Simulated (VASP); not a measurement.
# HfO2 (R-3m) in VASP: a series of runs, part 2 of 2

VASP 6.6.1. Earlier steps stand in the parts before.

**4. Single point, PBE**

Input file INCAR:

```
SYSTEM = HfO2
PREC = Accurate
ENCUT = 520
EDIFF = 1E-6
ISMEAR = 0
SIGMA = 0.05
LREAL = .FALSE.
LASPH = .TRUE.
NELM = 80
ALGO = Normal
ISIF = 2
LWAVE = .FALSE.
LCHARG = .FALSE.
GGA = PE
NBANDS = 18
```

Input file KPOINTS:

```
Automatic mesh
0
G
  8 8 8
  0 0 0
```

Input file POSCAR:

```
HfO2
1.0
   -0.1359338990      2.5052688010      2.5052688010
    2.5052688010     -0.1359338990      2.5052688010
    2.5052688010      2.5052688010     -0.1359338990
Hf O
1 2
Direct
    0.0000000000      0.0000000000      0.0000000000
    0.2500000000      0.2500000000      0.2500000000
    0.7500000000      0.7500000000      0.7500000000
```

Potentials or basis: VASP PAW PBE potentials, release 64 (Hf_pv, O).

The run is started by

```
cat potpaw_PBE.64/Hf_pv/POTCAR potpaw_PBE.64/O/POTCAR > POTCAR
mpirun -np 1 vasp_std > vasp.out
```

OUTCAR:

```text
SYSTEM = HfO2
   PREC = Accurate
   ENCUT = 520
   EDIFF = 1E-6
   ISMEAR = 0
   LREAL = .FALSE.
   LASPH = .TRUE.
   NELM = 80
   ISIF = 2
   GGA = PE

 ion  position               nearest neighbor table
   1  0.000  0.000  0.000-   2 2.11   3 2.11   3 2.27   2 2.27   3 2.27   3 2.27   2 2.27   2 2.27

   2  0.250  0.250  0.250-   1 2.11   1 2.27   1 2.27   1 2.27
   3  0.750  0.750  0.750-   1 2.11   1 2.27   1 2.27   1 2.27

  LATTYP: Found a trigonal (rhomboedric) cell.
 ALAT       =     3.5455918484
 COS(alpha) =     0.4450856131

  Lattice vectors:

 A1 = (  -0.1359338990,   2.5052688010,   2.5052688010)
 A2 = (   2.5052688010,  -0.1359338990,   2.5052688010)
 A3 = (   2.5052688010,   2.5052688010,  -0.1359338990)

Analysis of symmetry for initial positions (statically):
=====================================================================
 Subroutine PRICEL returns:
 Original cell was already a primitive cell.

 Routine SETGRP: Setting up the symmetry group for a
 trigonal (rhombohedral) supercell.

 Subroutine GETGRP returns: Found 12 space group operations
 (whereof 12 operations were pure point group operations)
 out of a pool of 12 trial point group operations.

The static configuration has the point symmetry D_3d.

Analysis of symmetry for dynamics (positions and initial velocities):
=====================================================================
 Subroutine PRICEL returns:
 Original cell was already a primitive cell.

 Routine SETGRP: Setting up the symmetry group for a
 trigonal (rhombohedral) supercell.

 Subroutine GETGRP returns: Found 12 space group operations
 (whereof 12 operations were pure point group operations)
 out of a pool of 12 trial point group operations.

The dynamic configuration has the point symmetry D_3d.

 Subroutine INISYM returns: Found 12 space group operations
 (whereof 12 operations are pure point group operations),
 and found     1 'primitive' translations
[... 115 lines left out ...]
   IMIX   =      4    mixing-type and parameters
     AMIX     =   0.40;   BMIX     =  1.00
     AMIX_MAG =   1.60;   BMIX_MAG =  1.00
  volume/ion in A,a.u.               =      11.34        76.49
  Fermi-wavevector in a.u.,A,eV,Ry     =   1.415907  2.675677 27.276868  2.004793
  Thomas-Fermi vector in A             =   2.537297
   LORBIT       =      0    0 simple, 1 ext, 2 COOP (PROOUT), +10 PAW based schemes
   GGA     = PE    functional components
   LHFCALC =     F    Hartree Fock is set to
   AEXX    =    0.0000 exact exchange contribution
   IVDW    =     0    specifies the selected vdW correction
   LEPSILON=     F    determine dielectric tensor
   LRPA    =     F    only Hartree local field effects (RPA)
 non-spin polarized calculation
 Gauss-broadening in eV      SIGMA  =   0.05
  energy-cutoff  :      520.00
  volume of cell :       34.01
 maximum number of plane-waves:       928
 NGX is ok and might be reduce to    28

 number of electron      22.0000002 magnetization

 Free energy of the ion-electron system (eV)
  ---------------------------------------------------
  ext. energy  EPLUGINS =         0.00000000
  ---------------------------------------------------
  free energy    TOTEN  =       -30.12942069 eV

  energy without entropy =      -30.12942069  energy(sigma->0) =      -30.12942069

 E-fermi :   4.2142     XC(G=0): -11.6082

 val. band max:        3.8768414544   @ k =   0.5000   0.5000  -0.0000
 cond. band min:       7.6285567251   @ k =   0.5000   0.5000  -0.0000
 fundamental gap:      3.7517152707
 Fermi energy:         4.2141542233

 k-point     1 :       0.0000    0.0000    0.0000
  band No.  band energies     occupation
      1     -25.9710      2.00000
      2     -25.9710      2.00000
      3     -25.9393      2.00000
      4     -14.5784      2.00000
      5     -11.7404      2.00000
      6      -1.2392      2.00000
[... 481 lines left out ...]
      5     -12.4420      2.00000
      6      -0.6540      2.00000
[... 10 lines left out ...]
     17      14.1066      0.00000
     18      16.0433      0.00000

 [... further k-points ...]

------------------------ aborting loop because EDIFF is reached ----------------------------------------

  FORCE on cell =-STRESS in cart. coord.  units (eV):
  Direction    XX          YY          ZZ          XY          YZ          ZX
  --------------------------------------------------------------------------------------
  -------------------------------------------------------------------------------------
  Total       -1.6052244     -1.6052244     -1.6052244      1.0738585      1.0738585      1.0738585
  in kB      -75.6316445    -75.6316445    -75.6316445     50.5958456     50.5958456     50.5958456
  external PRESSURE =     -75.6316445 kB  Pullay stress =       0.0000000 kB

 VOLUME and BASIS-vectors are now :
 -----------------------------------------------------------------------------
  energy-cutoff  :      520.00
  volume of cell :       34.01
      direct lattice vectors                 reciprocal lattice vectors
    -0.135933899  2.505268801  2.505268801    -0.184028635  0.194586758  0.194586758
     2.505268801 -0.135933899  2.505268801     0.194586758 -0.184028635  0.194586758
     2.505268801  2.505268801 -0.135933899     0.194586758  0.194586758 -0.184028635

 POSITION                                       TOTAL-FORCE (eV/Angst)
 -----------------------------------------------------------------------------------
      0.00000      0.00000      0.00000        -0.000000      0.000000      0.000000
      1.21865      1.21865      1.21865         0.386478      0.386478      0.386478
      3.65595      3.65595      3.65595        -0.386478     -0.386478     -0.386478
 -----------------------------------------------------------------------------------
    total drift:                                0.000000      0.000000      0.000000

  FREE ENERGIE OF THE ION-ELECTRON SYSTEM (eV)
  ---------------------------------------------------
  free  energy   TOTEN  =       -30.1294206873 eV

  energy  without entropy=      -30.1294206873  energy(sigma->0) =      -30.12942069
```

OSZICAR:

```text
N       E                     dE             d eps       ncg     rms          rms(c)
DAV:   1     0.891542694525E+02    0.89154E+02   -0.12552E+04  2340   0.120E+03
DAV:   2    -0.319922535840E+02   -0.12115E+03   -0.11857E+03  3000   0.285E+02
DAV:   3    -0.359597367202E+02   -0.39675E+01   -0.39534E+01  2770   0.458E+01
DAV:   4    -0.359825282014E+02   -0.22791E-01   -0.22787E-01  2818   0.390E+00
DAV:   5    -0.359826879137E+02   -0.15971E-03   -0.15971E-03  2696   0.296E-01    0.453E+01
DAV:   6    -0.302891726854E+02    0.56935E+01   -0.20898E+01  2382   0.321E+01    0.399E+01
DAV:   7    -0.301744027815E+02    0.11477E+00   -0.71334E-01  2652   0.687E+00    0.285E+01
DAV:   8    -0.301575066541E+02    0.16896E-01   -0.36490E-01  2518   0.542E+00    0.103E+01
DAV:   9    -0.301289903745E+02    0.28516E-01   -0.78799E-02  2438   0.241E+00    0.281E+00
DAV:  10    -0.301293707350E+02   -0.38036E-03   -0.34683E-03  2874   0.448E-01    0.166E-01
DAV:  11    -0.301294032968E+02   -0.32562E-04   -0.19596E-04  2686   0.116E-01    0.218E-01
DAV:  12    -0.301294197544E+02   -0.16458E-04   -0.40187E-05  2582   0.422E-02    0.940E-03
DAV:  13    -0.301294206873E+02   -0.93287E-06   -0.13533E-06  2648   0.859E-03
   1 F= -.30129421E+02 E0= -.30129421E+02  d E =-.283565E-23
```

It took 21 s on 1 thread of Intel Xeon Platinum 8488C (Sapphire Rapids), shared host; peak memory 0.18 GiB.

Results:

| Property | Result |
| --- | --- |
| Free energy | -30.1294 eV |
| Pressure | -7.6 GPa |
| Largest force | 0.669 eV/Å |
| Band gap on the k mesh | 3.75 eV, direct |

Forces on the atoms (eV/Å):
```
Hf   0.000  0.000  0.000
O    0.386  0.386  0.386
O   -0.386 -0.386 -0.386
```

Levels at points of the mesh, in eV from the valence-band top:
| k point | band 8 | band 9 | band 10 | band 11 | band 12 | band 13 | band 14 | band 15 |
| --- | --- | --- | --- | --- | --- | --- | --- | --- |
| (0.00, 0.00, 0.00) | -4.98 | -0.60 | -0.54 | -0.54 | 3.84 | 3.84 | 5.49 | 9.61 |
| (0.50, 0.00, 0.00) | -2.91 | -2.66 | -1.83 | -1.58 | 4.24 | 4.72 | 6.38 | 8.67 |
| (0.50, 0.50, 0.00) | -3.10 | -1.79 | -1.14 | 0.00 | 3.75 | 5.39 | 6.09 | 7.33 |
| (0.50, 0.50, 0.50) | -3.25 | -2.45 | -1.87 | -1.87 | 4.70 | 4.70 | 7.26 | 8.50 |

Caveat: spin-orbit coupling is left out, which moves the levels of the heavy elements. A k mesh can miss the band edges.

**5. Single point, PBE**

This run uses another cell than the first one, of the same volume but with other edges.

Input file INCAR:

```
PREC = Accurate ; ENCUT = 520
EDIFF = 1E-6 ; ISMEAR = 0
SIGMA = 0.05 ; LREAL = F
LASPH = T ; NELM = 80
ALGO = Normal ; ISIF = 2
LWAVE = F ; LCHARG = F
GGA = PE ; NBANDS = 18
```

Input file KPOINTS:

```
Automatic mesh
0
Gamma
  8 8 8
```

Input file POSCAR:

```
HfO2
1.0
    0.1396911102      2.6431160245      2.6431160245
    2.6431160245      0.1396911102      2.6431160245
    2.6431160245      2.6431160245      0.1396911102
Hf O
1 2
Direct
    0.0000000000      0.0000000000      0.0000000000
    0.2500000000      0.2500000000      0.2500000000
    0.7500000000      0.7500000000      0.7500000000
```

The run is started by

```
cat potpaw_PBE.64/Hf_pv/POTCAR potpaw_PBE.64/O/POTCAR > POTCAR
mpirun -np 1 vasp_std > vasp.out
```

Wall time 22 s (1 thread of Intel Xeon Platinum 8488C (Sapphire Rapids), shared host); peak memory 0.18 GiB.

Results (log left out):

| Property | Result |
| --- | --- |
| Free energy | -30.1550 eV |
| Pressure | -7.9 GPa |
| Largest force | 0.269 eV/Å |
| Band gap on the k mesh | 3.74 eV, direct |

Forces in eV/Å, atoms in the order of the input:
```
Hf   0.000  0.000  0.000
O   -0.155 -0.155 -0.155
O    0.155  0.155  0.155
```

Stress tensor (GPa, compression positive):
```
-7.93 -2.77 -2.77
-2.77 -7.93 -2.77
-2.77 -2.77 -7.93
```

Levels at points of the mesh, in eV from the valence-band top:
```tsv
k point	band 9	band 10	band 11	band 12	band 13	band 14
(0.00, 0.00, 0.00)	-0.61	-0.61	-0.46	3.84	3.84	5.50
(0.50, 0.00, 0.00)	-2.58	-1.84	-1.69	4.38	4.79	6.80
(0.50, 0.50, 0.00)	-1.80	-1.11	0.00	3.74	5.38	5.96
(0.50, 0.50, 0.50)	-2.68	-1.65	-1.65	4.37	4.37	5.91
```

Caveat: spin-orbit coupling is left out, which moves the levels of the heavy elements.

**6. Overview**

| cell | gap on the mesh (eV) | pressure (GPa) | largest force (eV/Å) |
| --- | --- | --- | --- |
| a = 3.505 Å, angles 65.4°, 3 atoms | 3.83 | -4.9 | 1.22 |
| a = 3.798 Å, angles 54.8°, 3 atoms | 3.80 | -6.1 | 0.29 |
| a = 3.546 Å, angles 63.6°, 3 atoms | 3.75 | -7.6 | 0.67 |
| a = 3.741 Å, angles 56.5°, 3 atoms | 3.74 | -7.9 | 0.27 |

Alike in all rows: task single point; level PBE; potentials or basis VASP PAW PBE potentials, release 64 (Hf_pv, O); no spin polarisation; k mesh 8 × 8 × 8; cutoff (eV) 520; smearing gaussian 0.05 eV.

Caveats: spin-orbit coupling is left out, which moves the levels of the heavy elements; forces of over 1 eV/Å act on the atoms, so gaps and moduli don't describe the material at rest (some runs).

Total energies depend on the potentials used, so only differences within one code and one set of settings carry meaning.
